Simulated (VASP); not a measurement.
# CuO in VASP: further runs, part 2 of 2

VASP 6.6.1. Earlier steps stand in the parts before.

## (4) Relaxation of cell and atoms, PBE, target pressure 5 GPa, at which the enthalpy is minimised

This run uses another cell than the first one, of 10.16 Å³/atom.

The input, INCAR:

```
PREC = Accurate
ENCUT = 600
EDIFF = 1E-7
ISMEAR = -1
SIGMA = 0.05
LREAL = False
LASPH = True
NELM = 80
ALGO = Normal
ISIF = 3
LWAVE = False
LCHARG = False
GGA = PE
IBRION = 2
NSW = 60
EDIFFG = -0.01
PSTRESS = 50.0
```

The input, KPOINTS:

```
regular mesh
0
Gamma
  10 10 5
```

The input, POSCAR:

```
CuO
1.0
    2.3446500000     -1.7134000000      0.0000000000
    2.3446500000      1.7134000000      0.0000000000
   -0.8605543552      0.0000000000      5.0594363927
Cu O
2 2
Direct
    0.4968000000      0.0032000000      0.5000000000
    0.0032000000      0.4968000000      0.0000000000
    0.4056000000      0.5714000000      0.7537000000
    0.5714000000      0.4056000000      0.2537000000
```

Potentials or basis: VASP PAW PBE potentials, release 64 (Cu, O).

Started as:

```
$ cat potpaw_PBE.64/Cu/POTCAR potpaw_PBE.64/O/POTCAR > POTCAR
$ mpirun -np 1 vasp_std > vasp.out
```

OUTCAR:

```text
PREC = Accurate
   ENCUT = 600
   EDIFF = 1E-7
   ISMEAR = -1
   LREAL = False
   LASPH = True
   NELM = 80
   ISIF = 3
   GGA = PE
   IBRION = 2
   NSW = 60
   EDIFFG = -0.01
   PSTRESS = 50.0

 ion  position               nearest neighbor table
   1  0.497  0.003  0.500-   4 1.91   3 1.93   4 1.98   3 2.02
   2  0.003  0.497  0.000-   3 1.91   4 1.93   3 1.98   4 2.02
   3  0.406  0.571  0.754-   2 1.91   1 1.93   2 1.98   1 2.02
   4  0.571  0.406  0.254-   1 1.91   2 1.93   1 1.98   2 2.02

  LATTYP: Found a base centered monoclinic cell.
 ALAT       =     4.6893000000
 B/A-ratio  =     0.7307700510
 C/A-ratio  =     1.0944277397
 COS(beta)  =    -0.1676807457

  Lattice vectors:

 A1 = (   2.3446500000,  -1.7134000000,   0.0000000000)
 A2 = (   2.3446500000,   1.7134000000,   0.0000000000)
 A3 = (  -0.8605543552,   0.0000000000,   5.0594363927)

Analysis of symmetry for initial positions (statically):
=====================================================================
 Subroutine PRICEL returns:
 Original cell was already a primitive cell.

 Routine SETGRP: Setting up the symmetry group for a
 base centered monoclinic supercell.
[... 182 lines left out ...]
  in kB       61.6685335     68.2742342     57.3436804      0.0000000      0.0000000    -18.2306575
  external PRESSURE =      12.4288160 kB  Pullay stress =      50.0000000 kB
[... 103 lines left out ...]
  energy  without entropy=      -19.5386015874  energy(sigma->0) =      -19.54813895

  enthalpy is  TOTEN    =       -18.2763771346 eV   P V=        1.2812991857

[... ionic steps 4 to 33 ...]

--------------------------------------- Ionic step       34  -------------------------------------------

 number of electron      34.0000006 magnetization

------------------------ aborting loop because EDIFF is reached ----------------------------------------
[... 75 lines left out ...]
--------------------------------------- Ionic step       36  -------------------------------------------

 number of electron      34.0000006 magnetization

 Free energy of the ion-electron system (eV)
  ---------------------------------------------------
  ext. energy  EPLUGINS =         0.00000000
  ---------------------------------------------------
  free energy    TOTEN  =       -19.70472759 eV

  energy without entropy =      -19.68366033  energy(sigma->0) =      -19.69419396

 E-fermi :   5.1426     XC(G=0): -11.4512

 val. band max:        5.1293549210   @ k =   0.5000   0.3000   0.4000
 cond. band min:       5.1463293359   @ k =   0.3000   0.1000   0.0000
 fundamental gap:      0.0169744149
 Fermi energy:         5.1426031084

 k-point     1 :       0.0000    0.0000    0.0000
  band No.  band energies     occupation
      1     -14.7865      2.00000
      2     -13.4706      2.00000
      3      -3.1211      2.00000
      4      -0.4126      2.00000
      5      -0.2811      2.00000
      6       1.3383      2.00000
[... 565 lines left out ...]
     20      10.7738      0.00000
     21      14.3954      0.00000

 [... further k-points ...]

------------------------ aborting loop because EDIFF is reached ----------------------------------------

  FORCE on cell =-STRESS in cart. coord.  units (eV):
  Direction    XX          YY          ZZ          XY          YZ          ZX
  --------------------------------------------------------------------------------------
  -------------------------------------------------------------------------------------
  Total        1.3488030      1.3644481      1.3270693      0.0000000      0.0000000      0.0088450
  in kB       49.8862824     50.4649239     49.0824466      0.0000000      0.0000000      0.3271367
  external PRESSURE =      -0.1887823 kB  Pullay stress =      50.0000000 kB
[... 23 lines left out ...]
  energy  without entropy=      -19.6836603279  energy(sigma->0) =      -19.69419396

  enthalpy is  TOTEN    =       -18.3528499243 eV   P V=        1.3518776615

 reached required accuracy - stopping structural energy minimisation
```

CONTCAR:

```text
CuO
   1.00000000000000
     2.1117029450475937   -1.9842186963363149    0.1512081999707370
     2.1117029450475937    1.9842186963363149    0.1512081999707370
    -0.4329703368246696    0.0000000000000000    5.1382243021998315
  Cu              O
     2     2
Direct
     0.4942826294600757    0.9942305578151464    0.5018408047226598
     0.9942305578151464    0.4942826294600757    0.0018408047226595
     0.4902996841012977    0.4981871286234774    0.7518591952773422
     0.4981871286234774    0.4902996841012977    0.2518591952773426

  0.00000000E+00  0.00000000E+00  0.00000000E+00
  0.00000000E+00  0.00000000E+00  0.00000000E+00
  0.00000000E+00  0.00000000E+00  0.00000000E+00
  0.00000000E+00  0.00000000E+00  0.00000000E+00
```

Wall time 38 min (1 thread of Intel Xeon Platinum 8488C (Sapphire Rapids), shared host); peak memory 0.28 GiB.

What came out:

* Free energy: -19.7047 eV
* Relaxed volume: 10.83 Å³/atom
* Relaxed cell: a = 2.902 Å, b = 2.902 Å, c = 5.156 Å, α = 90.53°, β = 90.53°, γ = 86.29°
* Space group after relaxing (to 0.1 Å): Cccm (No. 66)
* Energy change on relaxing (the run minimises the enthalpy): -52.9 meV/atom
* Ionic steps: 36
* Pressure after relaxing: 5.0 GPa
* Band gap on the k mesh: zero (bands 17 and 18 overlap by 0.89 eV)

Forces in eV/Å, atoms in the order of the input:
```
Cu   0.000  0.001  0.001
Cu   0.000 -0.001  0.001
O    0.000 -0.002 -0.001
O    0.000  0.002 -0.001
```

The path:
```csv
step,energy change (eV),largest force (eV/Å),pressure (GPa),volume (Å³)
1,0.0000,0.7883,6.24,40.65
2,-0.0654,0.1920,3.82,41.11
3,-0.0645,0.1725,4.02,41.06
4,-0.0588,0.1083,6.06,40.73
5,-0.0573,0.1009,6.38,40.68
6,-0.0660,0.0757,6.20,40.82
7,-0.0888,0.0276,5.82,41.24
8,-0.1189,0.1822,5.19,42.05
9,-0.1271,0.1655,4.89,42.20
10,-0.1495,0.1194,4.09,42.66
11,-0.1842,0.0711,2.50,43.54
12,-0.1880,0.0615,4.18,43.23
13,-0.1844,0.0794,5.70,42.95
14,-0.1813,0.0912,6.34,42.84
15,-0.1953,0.0814,5.40,43.06
16,-0.2026,0.1081,4.61,43.24
17,-0.2013,0.0712,4.92,43.15
18,-0.1996,0.0478,5.15,43.09
19,-0.1991,0.0424,5.18,43.07
20,-0.2014,0.0241,5.03,43.13
21,-0.2031,0.0290,4.90,43.18
22,-0.2035,0.0202,5.04,43.18
23,-0.2039,0.0219,5.37,43.17
24,-0.2054,0.0245,5.23,43.21
25,-0.2097,0.0331,4.83,43.34
26,-0.2116,0.0374,4.65,43.40
27,-0.2119,0.0311,4.69,43.40
28,-0.2125,0.0342,4.74,43.39
29,-0.2121,0.0948,4.80,43.37
30,-0.2125,0.0713,4.81,43.38
31,-0.2113,0.0366,4.98,43.32
32,-0.2088,0.0211,5.25,43.24
33,-0.2097,0.0152,5.18,43.26
34,-0.2112,0.0102,4.98,43.31
35,-0.2115,0.0096,4.97,43.32
36,-0.2116,0.0025,4.98,43.32
```

Final structure:
```cif
data_structure
_symmetry_space_group_name_H-M 'P 1'
_symmetry_Int_Tables_number 1
_cell_length_a 2.9016
_cell_length_b 2.9016
_cell_length_c 5.1564
_cell_angle_alpha 90.526
_cell_angle_beta 90.526
_cell_angle_gamma 86.288
_cell_volume 43.32
loop_
_atom_site_label
_atom_site_type_symbol
_atom_site_fract_x
_atom_site_fract_y
_atom_site_fract_z
_atom_site_occupancy
Cu1 Cu 0.49428 0.99423 0.50184 1
Cu2 Cu 0.99423 0.49428 0.00184 1
O1 O 0.49030 0.49819 0.75186 1
O2 O 0.49819 0.49030 0.25186 1
```

Caveat: the cell is relaxed towards a set pressure, so the run minimises the enthalpy, not the energy; semilocal functionals often make such compounds metallic where correlation or magnetic order opens a gap, which also shifts bond lengths. Zero-point motion and thermal expansion aren't in these numbers.

## (5) Overview

| task | cell | cutoff (eV) | gap on the mesh (eV) | pressure (GPa) |
| --- | --- | --- | --- | --- |
| single point | a = 2.820, b = 2.820, c = 4.996 Å, angles 103.1, 103.1, 64.9°, 4 atoms, atomic positions A | 520 | none | 30.9 |
| relaxation of cell and atoms | relaxed to 2 GPa from a = 2.904, b = 2.904, c = 5.132 Å, angles 97.8, 97.8, 72.3°, 4 atoms, atomic positions B | 600 | none | 1.9 |
| relaxation of cell and atoms | relaxed to 5 GPa from a = 2.904, b = 2.904, c = 5.132 Å, angles 97.8, 97.8, 72.3°, 4 atoms, atomic positions B | 600 | none | 5.0 |

Alike in all rows: level PBE; potentials or basis VASP PAW PBE potentials, release 64 (Cu, O); no spin polarisation; k mesh 10 × 10 × 5; smearing fermi-dirac 0.05 eV.

Caveats: semilocal functionals often make such compounds metallic where correlation or magnetic order opens a gap, which also shifts bond lengths; the cell is relaxed towards a set pressure, so the run minimises the enthalpy, not the energy (at least some runs); the cell stands under pressure (at least some runs); semilocal functionals underestimate gaps, and a narrow one can read as zero (at least some runs).

Total energies depend on the potentials used, so only differences within one code and one set of settings carry meaning.
